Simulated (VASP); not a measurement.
# LiF (Fm-3m) in VASP: settings compared

Aim: see how the results for LiF move with the level of theory and the settings. Levels: PBE, RPBE, r2SCAN. Tasks: single point.

Everything below comes from runs of VASP 6.6.1. Logs are shortened: lines on timing, memory, paths and dates and some standing lists are left out, and cuts for length are marked.

**1. The cell of the first run**

It takes space group Fm-3m (No. 225, cubic). Conventional cell: a = 4.028 Å, b = 4.028 Å, c = 4.028 Å, α = 90.00°, β = 90.00°, γ = 90.00°. F (site symmetry m-3m) has 6 Li at 2.01 Å within 2.7 Å. Within 2.7 Å of Li (site symmetry m-3m) lie 6 F at 2.01 Å.

**2. Single point, PBE**

Input file INCAR:

```
ALGO = Normal
EDIFF = 1E-6
ENCUT = 520
GGA = PE
ISIF = 2
ISMEAR = 0
LASPH = T
LCHARG = F
LREAL = F
LWAVE = F
NBANDS = 12
NELM = 80
PREC = Accurate
SIGMA = 0.05
```

Input file KPOINTS:

```
k-points
0
Gamma
  11 11 11
```

Input file POSCAR:

```
LiF
1.0
    0.0000000000      2.0140000000      2.0140000000
    2.0140000000      0.0000000000      2.0140000000
    2.0140000000      2.0140000000      0.0000000000
F Li
1 1
Direct
    0.5000000000      0.5000000000      0.5000000000
    0.0000000000      0.0000000000      0.0000000000
```

Potentials or basis: VASP PAW PBE potentials, release 64 (F, Li_sv).

The run is started by

```console
$ cat potpaw_PBE.64/F/POTCAR potpaw_PBE.64/Li_sv/POTCAR > POTCAR
$ mpirun -np 1 vasp_std > vasp.out
```

OUTCAR:

```text
EDIFF = 1E-6
   ENCUT = 520
   GGA = PE
   ISIF = 2
   ISMEAR = 0
   LASPH = T
   LREAL = F
   NELM = 80
   PREC = Accurate

 ion  position               nearest neighbor table
   1  0.500  0.500  0.500-   2 2.01   2 2.01   2 2.01   2 2.01   2 2.01   2 2.01
   2  0.000  0.000  0.000-   1 2.01   1 2.01   1 2.01   1 2.01   1 2.01   1 2.01

  LATTYP: Found a face centered cubic cell.
 ALAT       =     4.0280000000

  Lattice vectors:

 A1 = (   0.0000000000,   2.0140000000,   2.0140000000)
 A2 = (   2.0140000000,   0.0000000000,   2.0140000000)
 A3 = (   2.0140000000,   2.0140000000,   0.0000000000)

Analysis of symmetry for initial positions (statically):
=====================================================================
 Subroutine PRICEL returns:
 Original cell was already a primitive cell.

 Routine SETGRP: Setting up the symmetry group for a
 face centered cubic supercell.

 Subroutine GETGRP returns: Found 48 space group operations
 (whereof 48 operations were pure point group operations)
 out of a pool of 48 trial point group operations.

The static configuration has the point symmetry O_h .

Analysis of symmetry for dynamics (positions and initial velocities):
=====================================================================
 Subroutine PRICEL returns:
 Original cell was already a primitive cell.

 Routine SETGRP: Setting up the symmetry group for a
 face centered cubic supercell.

 Subroutine GETGRP returns: Found 48 space group operations
 (whereof 48 operations were pure point group operations)
 out of a pool of 48 trial point group operations.

The dynamic configuration has the point symmetry O_h .

 Subroutine INISYM returns: Found 48 space group operations
 (whereof 48 operations are pure point group operations),
 and found     1 'primitive' translations

----------------------------------------------------------------------------------------

                                     Primitive cell

  volume of cell :      16.3384

  direct lattice vectors                    reciprocal lattice vectors
     0.000000000  2.014000000  2.014000000    -0.248262165  0.248262165  0.248262165
     2.014000000  0.000000000  2.014000000     0.248262165 -0.248262165  0.248262165
     2.014000000  2.014000000  0.000000000     0.248262165  0.248262165 -0.248262165

  length of vectors
     2.848226115  2.848226115  2.848226115     0.430002683  0.430002683  0.430002683

  position of ions in fractional coordinates (direct lattice)
     0.500000000  0.500000000  0.500000000
     0.000000000  0.000000000  0.000000000

  ion indices of the primitive-cell ions
   primitive index   ion index
                 1           1
                 2           2

----------------------------------------------------------------------------------------

 KPOINTS: k-points

Automatic generation of k-mesh.
 Grid dimensions read from file:
 generate k-points for:   11   11   11

 Generating k-lattice:

  Cartesian coordinates                     Fractional coordinates (reciprocal lattice)
    -0.022569288  0.022569288  0.022569288     0.090909091  0.000000000  0.000000000
     0.022569288 -0.022569288  0.022569288     0.000000000  0.090909091  0.000000000
     0.022569288  0.022569288 -0.022569288     0.000000000  0.000000000  0.090909091

  Length of vectors
     0.039091153  0.039091153  0.039091153

  Shift w.r.t. Gamma in fractional coordinates (k-lattice)
     0.000000000  0.000000000  0.000000000

 Subroutine IBZKPT returns following result:
 ===========================================

 Found     56 irreducible k-points:

 Following reciprocal coordinates:
            Coordinates               Weight
  0.000000  0.000000  0.000000      1.000000
  0.090909  0.000000  0.000000      8.000000
  0.181818  0.000000  0.000000      8.000000
  0.272727  0.000000  0.000000      8.000000
  0.363636  0.000000  0.000000      8.000000
  0.454545  0.000000  0.000000      8.000000
[... 16 lines left out ...]
 -0.272727  0.181818  0.000000     24.000000
 -0.181818  0.181818  0.000000     12.000000
 [... further k-points ...]
   k-points           NKPTS =     56   k-points in BZ     NKDIM =     56   number of bands    NBANDS=     12
   number of dos      NEDOS =    301   number of ions     NIONS =      2
   total plane-waves  NPLWV =  13824
   dimension x,y,z NGX =    24 NGY =   24 NGZ =   24
   dimension x,y,z NGXF=    48 NGYF=   48 NGZF=   48
   ions per type =               1   1
   NGX,Y,Z   is equivalent  to a cutoff of  14.01, 14.01, 14.01 a.u.
   NGXF,Y,Z  is equivalent  to a cutoff of  28.02, 28.02, 28.02 a.u.
 SYSTEM =  unknown system
   PREC   = accura    normal or accurate (medium, high low for compatibility)
   ISTART =      0    job   : 0-new  1-cont  2-samecut
   ICHARG =      2    charge: 1-file 2-atom 10-const
   ISPIN  =      1    spin polarized calculation?
   LNONCOLLINEAR =      F non collinear calculations
   LSORBIT =      F    spin-orbit coupling
   LASPH  =      T    aspherical Exc in radial PAW
   ENCUT  =  520.0 eV  38.22 Ry    6.18 a.u.   5.30  5.30  5.30*2*pi/ulx,y,z
   NELM   =     80;   NELMIN=  2; NELMDL= -5     # of ELM steps
   EDIFF  = 0.1E-05   stopping-criterion for ELM
   LREAL  =      F    real-space projection
   EDIFFG = 0.1E-04   stopping-criterion for IOM
   NSW    =      0    number of steps for IOM
   IBRION =     -1    ionic relax: 0-MD 1-quasi-New 2-CG
   NFREE  =      0    steps in history (QN), initial steepest desc. (CG)
   ISIF   =      2    stress and relaxation
   ISYM   =      2    0-nonsym 1-usesym 2-fastsym
   POTIM  = 0.5000    time-step for ionic-motion
   TEBEG  =    0.0;   TEEND  =   0.0 temperature during run
   PSTRESS=    0.0 pullay stress
   NELECT =      10.0000    total number of electrons
   NUPDOWN=      -1.0000    fix difference up-down
   EMIN   =  10.00;   EMAX   =-10.00  energy-range for DOS
   EFERMI =   0.00;   METHOD = LEGACY
   ISMEAR =     0;   SIGMA  =   0.05  broadening in eV -4-tet -1-fermi 0-gaus
   EFERMI_NEDOS =   21; number of points for ismear=-14 and -15
   IALGO  =     38    algorithm
   IMIX   =      4    mixing-type and parameters
     AMIX     =   0.40;   BMIX     =  1.00
     AMIX_MAG =   1.60;   BMIX_MAG =  1.00
  volume/ion in A,a.u.               =       8.17        55.13
  Fermi-wavevector in a.u.,A,eV,Ry     =   1.389970  2.626662 26.286674  1.932016
  Thomas-Fermi vector in A             =   2.513950
   LORBIT       =      0    0 simple, 1 ext, 2 COOP (PROOUT), +10 PAW based schemes
   GGA     = PE    functional components
   LHFCALC =     F    Hartree Fock is set to
   AEXX    =    0.0000 exact exchange contribution
   IVDW    =     0    specifies the selected vdW correction
   LEPSILON=     F    determine dielectric tensor
   LRPA    =     F    only Hartree local field effects (RPA)
 non-spin polarized calculation
 Gauss-broadening in eV      SIGMA  =   0.05
  energy-cutoff  :      520.00
  volume of cell :       16.34
 maximum number of plane-waves:       459
 NGX is ok and might be reduce to    24
   NGX = 11   NGY = 11   NGZ = 11

 number of electron      10.0000000 magnetization

 number of electron       9.9999992 magnetization

 Free energy of the ion-electron system (eV)
  ---------------------------------------------------
  ext. energy  EPLUGINS =         0.00000000
  ---------------------------------------------------
  free energy    TOTEN  =        -9.63756011 eV

  energy without entropy =       -9.63756011  energy(sigma->0) =       -9.63756011

 E-fermi :  -0.6426     XC(G=0):  -9.9825

 val. band max:       -1.0185741322   @ k =   0.0000   0.0000   0.0000
 cond. band min:       8.0685716516   @ k =   0.0000   0.0000   0.0000
 fundamental gap:      9.0871457838
 Fermi energy:        -0.6426233962

 k-point     1 :       0.0000    0.0000    0.0000
  band No.  band energies     occupation
      1     -41.9390      2.00000
      2     -20.9935      2.00000
      3      -1.0186      2.00000
      4      -1.0186      2.00000
      5      -1.0186      2.00000
      6       8.0686      0.00000
      7      22.9474      0.00000
      8      22.9474      0.00000
      9      22.9474      0.00000
     10      23.3054      0.00000
     11      23.3054      0.00000
     12      23.3054      0.00000

 k-point     2 :       0.0909    0.0000    0.0000
  band No.  band energies     occupation
      1     -41.9343      2.00000
      2     -20.9604      2.00000
      3      -1.2588      2.00000
      4      -1.0377      2.00000
      5      -1.0377      2.00000
      6       8.3152      0.00000
      7      20.5254      0.00000
      8      21.8295      0.00000
      9      21.8295      0.00000
     10      24.2419      0.00000
     11      24.2419      0.00000
     12      24.3244      0.00000

 k-point     3 :       0.1818    0.0000    0.0000
  band No.  band energies     occupation
      1     -41.9219      2.00000
      2     -20.8721      2.00000
      3      -1.8553      2.00000
      4      -1.0880      2.00000
      5      -1.0880      2.00000
      6       8.8892      0.00000
      7      18.1782      0.00000
      8      20.4618      0.00000
      9      20.4618      0.00000
     10      25.1627      0.00000
     11      25.4288      0.00000
     12      25.4288      0.00000
[... 286 lines left out ...]
 k-point    23 :      -0.2727    0.1818    0.0000
  band No.  band energies     occupation
      1     -41.8869      2.00000
      2     -20.5872      2.00000
      3      -2.8955      2.00000
      4      -1.9995      2.00000
      5      -1.1961      2.00000
      6      10.5969      0.00000
      7      15.1922      0.00000
      8      18.5429      0.00000
      9      18.5698      0.00000
     10      27.2806      0.00000
     11      27.3714      0.00000
     12      28.8868      0.00000

 k-point    24 :      -0.1818    0.1818    0.0000
  band No.  band energies     occupation
      1     -41.9004      2.00000
      2     -20.7025      2.00000
      3      -2.4741      2.00000
      4      -1.7326      2.00000
      5      -1.0935      2.00000
      6       9.9766      0.00000
      7      16.0875      0.00000
      8      18.9667      0.00000
      9      19.2460      0.00000
     10      25.7370      0.00000
     11      26.1525      0.00000
     12      29.0894      0.00000

 [... further k-points ...]

------------------------ aborting loop because EDIFF is reached ----------------------------------------

  FORCE on cell =-STRESS in cart. coord.  units (eV):
  Direction    XX          YY          ZZ          XY          YZ          ZX
  --------------------------------------------------------------------------------------
  -------------------------------------------------------------------------------------
  Total        0.1684116      0.1684116      0.1684116     -0.0000000     -0.0000000     -0.0000000
  in kB       16.5148283     16.5148283     16.5148283     -0.0000000     -0.0000000     -0.0000000
  external PRESSURE =      16.5148283 kB  Pullay stress =       0.0000000 kB

 VOLUME and BASIS-vectors are now :
 -----------------------------------------------------------------------------
  energy-cutoff  :      520.00
  volume of cell :       16.34
      direct lattice vectors                 reciprocal lattice vectors
     0.000000000  2.014000000  2.014000000    -0.248262165  0.248262165  0.248262165
     2.014000000  0.000000000  2.014000000     0.248262165 -0.248262165  0.248262165
     2.014000000  2.014000000  0.000000000     0.248262165  0.248262165 -0.248262165

 POSITION                                       TOTAL-FORCE (eV/Angst)
 -----------------------------------------------------------------------------------
      2.01400      2.01400      2.01400         0.000000      0.000000     -0.000000
      0.00000      0.00000      0.00000        -0.000000     -0.000000      0.000000
 -----------------------------------------------------------------------------------
    total drift:                               -0.000000     -0.000000      0.000000

  FREE ENERGIE OF THE ION-ELECTRON SYSTEM (eV)
  ---------------------------------------------------
  free  energy   TOTEN  =        -9.6375601115 eV

  energy  without entropy=       -9.6375601115  energy(sigma->0) =       -9.63756011
```

Wall time 8.4 s (1 thread of Intel Xeon 8259CL, shared host); peak memory 0.13 GiB.

Results:

```
Free energy            : -9.6376 eV
Band gap on the k mesh : 9.09 eV
```

Levels at points of the mesh, in eV from the valence-band top:
```
           k point  band 1  band 2  band 3  band 4  band 5  band 6  band 7  band 8  band 9  band 10
(0.00, 0.00, 0.00)  -40.92  -19.97    0.00    0.00    0.00    9.09   23.97   23.97   23.97    24.32
```

Caveat: the cutoff is under 1.25 times the usual one of these potentials, so pressure, stress and relaxed cells hold a basis-set (Pulay) error; an odd mesh through Γ misses points on the zone boundary, where band edges can lie. PBE gaps usually lie below the measured ones, often by a third to a half.

**3. Single point, RPBE**

Input file INCAR:

```
PREC = Accurate ; ENCUT = 520
EDIFF = 1E-7 ; ISMEAR = 0
SIGMA = 0.1 ; LREAL = F
LASPH = T ; NELM = 100
ALGO = Normal ; ISIF = 2
LWAVE = F ; LCHARG = F
GGA = RP ; NBANDS = 12
```

Input file KPOINTS:

```
Automatic mesh
0
Gamma
  11 11 11
```

POSCAR is that of step 2.

Potentials or basis: VASP PAW PBE potentials, release 64 (F, Li_sv).

The run is started by

```console
$ cat potpaw_PBE.64/F/POTCAR potpaw_PBE.64/Li_sv/POTCAR > POTCAR
$ mpirun -np 1 vasp_std > vasp.out
```

Wall time 10 s (1 thread of Intel Xeon 8259CL, shared host); peak memory 0.13 GiB.

The run converged. Its results:

```
Free energy            : -9.2033 eV
Band gap on the k mesh : 9.35 eV
```

Levels at points of the mesh, in eV from the valence-band top:
```csv
k point,band 2,band 3,band 4,band 5,band 6,band 7,band 8,band 9
"(0.00, 0.00, 0.00)",-20.08,0.00,0.00,0.00,9.35,24.48,24.48,24.48
```

Caveat: the cutoff is under 1.25 times the usual one of these potentials, so pressure, stress and relaxed cells hold a basis-set (Pulay) error; the PAW data sets were made with another functional, which shifts forces and pressure a little; an odd mesh through Γ misses points on the zone boundary, where band edges can lie.

**4. Single point, r2SCAN**

POSCAR is that of step 3.

Input file INCAR.step1:

```
  PREC = Accurate
  ENCUT = 520
  ISMEAR = 0
  SIGMA = 0.01
  LREAL = False
  LASPH = True
  NELM = 60
  NBANDS = 12
  GGA = PE
  ALGO = Normal
  EDIFF = 1E-4
  LWAVE = True
  LCHARG = False
```

Input file INCAR.step2:

```
  PREC = Accurate
  ENCUT = 520
  EDIFF = 1E-7
  ISMEAR = 0
  SIGMA = 0.01
  LREAL = False
  LASPH = True
  NELM = 60
  ALGO = Normal
  ISIF = 2
  LWAVE = False
  LCHARG = False
  METAGGA = R2SCAN
  LMIXTAU = True
  NBANDS = 12
  ISTART = 1
```

Input file KPOINTS:

```
Automatic mesh
0
Gamma
  10 10 10
```

Potentials or basis: VASP PAW PBE potentials, release 64 (F, Li_sv).

The run is started by

```console
$ cat potpaw_PBE.64/F/POTCAR potpaw_PBE.64/Li_sv/POTCAR > POTCAR
$ cp INCAR.step1 INCAR
$ mpirun -np 1 vasp_std > vasp.out
$ cp INCAR.step2 INCAR
$ mpirun -np 1 vasp_std > vasp.out
```

OUTCAR:

```text
PREC = Accurate
   ENCUT = 520
   EDIFF = 1E-7
   ISMEAR = 0
   LREAL = False
   LASPH = True
   NELM = 60
   ISIF = 2
   METAGGA = R2SCAN
   ISTART = 1

 ion  position               nearest neighbor table
   1  0.500  0.500  0.500-   2 2.01   2 2.01   2 2.01   2 2.01   2 2.01   2 2.01
   2  0.000  0.000  0.000-   1 2.01   1 2.01   1 2.01   1 2.01   1 2.01   1 2.01

  LATTYP: Found a face centered cubic cell.
 ALAT       =     4.0280000000

  Lattice vectors:

[... 549 lines left out ...]

  FORCE on cell =-STRESS in cart. coord.  units (eV):
  Direction    XX          YY          ZZ          XY          YZ          ZX
  --------------------------------------------------------------------------------------
  -------------------------------------------------------------------------------------
  Total       -0.3045552     -0.3045552     -0.3045552      0.0000000     -0.0000000      0.0000000
  in kB      -29.8653910    -29.8653910    -29.8653910      0.0000000     -0.0000000      0.0000000
  external PRESSURE =     -29.8653910 kB  Pullay stress =       0.0000000 kB

 VOLUME and BASIS-vectors are now :
 -----------------------------------------------------------------------------
  energy-cutoff  :      520.00
  volume of cell :       16.34
      direct lattice vectors                 reciprocal lattice vectors
     0.000000000  2.014000000  2.014000000    -0.248262165  0.248262165  0.248262165
     2.014000000  0.000000000  2.014000000     0.248262165 -0.248262165  0.248262165
     2.014000000  2.014000000  0.000000000     0.248262165  0.248262165 -0.248262165

 POSITION                                       TOTAL-FORCE (eV/Angst)
 -----------------------------------------------------------------------------------
      2.01400      2.01400      2.01400         0.000000      0.000000      0.000000
      0.00000      0.00000      0.00000        -0.000000     -0.000000      0.000000
 -----------------------------------------------------------------------------------
    total drift:                               -0.000000     -0.000000      0.000000

  FREE ENERGIE OF THE ION-ELECTRON SYSTEM (eV)
  ---------------------------------------------------
  free  energy   TOTEN  =       -11.8990653094 eV

  energy  without entropy=      -11.8990653094  energy(sigma->0) =      -11.89906531
```

Wall time 34 s (1 thread of Intel Xeon 8259CL, shared host); peak memory 0.14 GiB.

Results:

| Property | Result |
| --- | --- |
| Free energy | -11.8991 eV |
| Band gap on the k mesh | 10.27 eV |

Levels at points of the mesh, in eV from the valence-band top:
```csv
k point,band 1,band 2,band 3,band 4,band 5,band 6,band 7,band 8,band 9,band 10
"(0.00, 0.00, 0.00)",-42.07,-21.10,0.00,0.00,0.00,10.27,25.48,25.48,25.48,26.07
"(0.50, 0.00, 0.00)",-42.01,-20.68,-2.49,-0.24,-0.24,11.83,18.14,20.44,20.44,32.27
"(0.50, 0.50, 0.00)",-42.00,-20.42,-3.00,-1.01,-1.01,16.06,17.44,19.11,21.92,21.92
```

Caveat: the cutoff is under 1.25 times the usual one of these potentials, so pressure, stress and relaxed cells hold a basis-set (Pulay) error; the PAW data sets were made with another functional, which shifts forces and pressure a little. r2SCAN opens gaps a little over a GGA but as a rule still falls short of measured ones.

**5. Summary**

```tsv
level	k mesh	smearing	gap on the mesh (eV)
PBE	11 × 11 × 11	gaussian 0.05 eV	9.09
RPBE	11 × 11 × 11	gaussian 0.1 eV	9.35
r2SCAN	10 × 10 × 10	gaussian 0.01 eV	10.27
```

Alike in all rows: task single point; potentials or basis VASP PAW PBE potentials, release 64 (F, Li_sv); no spin polarisation; cell as given; cutoff (eV) 520.

On the cell as given the gap runs from 9.09 eV (PBE) to 10.27 eV (r2SCAN); the meshes differ, which moves gaps too.

Caveats: the cutoff is under 1.25 times the usual one of these potentials, so pressure, stress and relaxed cells hold a basis-set (Pulay) error; an odd mesh through Γ misses points on the zone boundary, where band edges can lie (at least some runs); the PAW data sets were made with another functional, which shifts forces and pressure a little (at least some runs).

Total energies depend on the potentials used, so only differences within one code and one set of settings carry meaning.
